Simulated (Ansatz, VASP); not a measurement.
# Two plane-wave programs on Bi

```
CELL_PARAMETERS angstrom
3.34406 0.00000 0.00000
0.00000 3.34406 0.00000
0.00000 0.00000 3.34406
ATOMIC_POSITIONS crystal
Bi 0.00000 0.00000 0.00000
```

Alike in both runs: task single point; functional revPBE; k mesh 11 × 11 × 11; occupations fermi-dirac, width 0.1 eV; no spin polarisation.

|  | VASP | Ansatz |
| --- | --- | --- |
| version | VASP 6.6.1 | Ansatz 0.2.0 |
| potentials or method | VASP PAW PBE potentials, release 64 (Bi_d), cutoff 520 eV | plane waves (420 eV) with PAW, scalar-relativistic |
| valence electrons in the cell | 15 | 15 |

|  | VASP | Ansatz | Ansatz less VASP |
| --- | --- | --- | --- |
| pressure (GPa) | -1.6 | -1.5 | +0.06 |

VASP's potentials were made for PBE, not for revPBE.

Spin-orbit coupling is off throughout.
